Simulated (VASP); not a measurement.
Input of a VASP 6.6.1 run:

Contents of INCAR:

```
PREC = Accurate
ENCUT = 600
EDIFF = 1E-6
ISMEAR = 0
SIGMA = 0.05
LREAL = F
LASPH = T
NELM = 120
ALGO = Normal
ISIF = 2
LWAVE = F
LCHARG = T
GGA = PS
LELF = T
LVHAR = T
NBANDS = 16
GGA_COMPAT = F
```

File KPOINTS:

```
Automatic mesh
0
Gamma
  5 5 6
```

The input POSCAR:

```
Al2Cu
1.0
   -2.0326599789      2.0326599789      2.8376275804
    2.0326599789     -2.0326599789      2.8376275804
    2.0326599789      2.0326599789     -2.8376275804
Al Cu
2 1
Direct
    0.7500000000      0.2500000000      0.5000000000
    0.2500000000      0.7500000000      0.5000000000
    0.5000000000      0.5000000000      0.0000000000
```

Potentials or basis: VASP PAW PBE potentials, release 64 (Al, Cu).

Command:

```sh
$ cat potpaw_PBE.64/Al/POTCAR potpaw_PBE.64/Cu/POTCAR > POTCAR
$ mpirun -np 1 vasp_std > vasp.out
```

Question: What does it give for the pressure?

Answer: 0.3 GPa.

Question: What does it give for the band gap on the k mesh?

Answer: Zero (an odd number of electrons rules out a gap without spin polarisation).

Stress tensor (GPa, compression positive):
```
0.01 0.00 0.00
0.00 0.01 0.00
0.00 0.00 0.76
```

Caveat: the k points lie up to 0.36 Å⁻¹ apart, too coarse for converged energies and pressures of a metal; the PAW data sets were made with another functional, which shifts forces and pressure a little.
